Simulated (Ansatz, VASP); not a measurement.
**One calculation of MgO, two programs**

Contents of INCAR:

```
PREC = Accurate ; ENCUT = 520
EDIFF = 1E-6 ; ISMEAR = 0
SIGMA = 0.05 ; LREAL = False
LASPH = True ; NELM = 80
ALGO = Normal ; ISIF = 2
LWAVE = False ; LCHARG = False
NBANDS = 26
```

File KPOINTS:

```
regular mesh
0
Gamma
  6 6 6
```

Contents of POSCAR:

```
MgO
1.0
    4.1607146133      0.0000000000      0.0000000000
    0.0000000000     -4.1607146133      0.0000000000
    0.0000000000      0.0000000000     -4.1607146133
Mg O
4 4
Direct
   -0.0353492667      1.0353492667      1.1249785309
    0.5000000000      0.5000000000      1.0000000000
    0.5000000000      1.0000000000      0.5000000000
    0.0000000000      0.5000000000      0.5000000000
    0.5000000000      0.0000000000      0.0000000000
    0.0000000000      0.5000000000      0.0000000000
    0.0000000000      0.0000000000      0.5000000000
    0.5000000000      0.5000000000      0.5000000000
```

Input for Ansatz:

```yaml
crystal:
  lattice:
    - [4.1607146133, 0.0, 0.0]
    - [0.0, -4.1607146133, 0.0]
    - [0.0, 0.0, -4.1607146133]
  atoms:
    - { symbol: Mg, position: [-0.0353492667, 1.0353492667, 1.1249785309] }
    - { symbol: Mg, position: [0.5, 0.5, 1.0] }
    - { symbol: Mg, position: [0.5, 1.0, 0.5] }
    - { symbol: Mg, position: [0.0, 0.5, 0.5] }
    - { symbol: O, position: [0.5, 0.0, 0.0] }
    - { symbol: O, position: [0.0, 0.5, 0.0] }
    - { symbol: O, position: [0.0, 0.0, 0.5] }
    - { symbol: O, position: [0.5, 0.5, 0.5] }
basis:
  ecutwfc: 420
kpoints:
  mp_grid: { grid: [6, 6, 6] }
hamiltonian:
  xc: lda
  pseudopotentials: { kind: paw, azcp: { folder: soft_1 } }
scf:
  occupations: { method: gaussian, width: 0.05 }
output:
  forces: true
  stress: true
  eigenvalues: true
```

Alike in both runs: task single point; functional LDA; k mesh 6 × 6 × 6; occupations gaussian, width 0.05 eV; no spin polarisation.

|  | VASP | Ansatz |
| --- | --- | --- |
| version | VASP 6.6.1 | Ansatz 0.2.0 |
| potentials or method | VASP PAW LDA potentials, release 64 (Mg, O), cutoff 520 eV | scalar-relativistic, plane waves, PAW |
| valence electrons in the cell | 32 | 64 |

Ansatz gave:

```
gap on the k mesh at the Fermi level (eV)                     : 4.89
least direct gap on the mesh (eV)                             : 4.89
pressure (GPa)                                                : 12.5
traceless stress, the component that is largest in VASP (GPa) : 19.60
rms of the force components (eV/Å)                            : 3.083
```

Question: Which values does VASP return?

Answer: gap on the k mesh at the Fermi level (eV): 4.89; least direct gap on the mesh (eV): 4.89; pressure (GPa): 11.5; traceless stress, the component that is largest in VASP (GPa): 21.01; rms of the force components (eV/Å): 3.279.

Ansatz warns that its potentials were made for another functional, while VASP's fit it. LDA's correlation is that of Perdew and Zunger in VASP and of Perdew and Wang (1992) in Ansatz. Atom by atom the forces differ by 0.200 eV/Å (rms over components). VASP's potentials hold 32 valence electrons a cell and Ansatz's 64, so a difference there can come from the potentials and not from the codes.
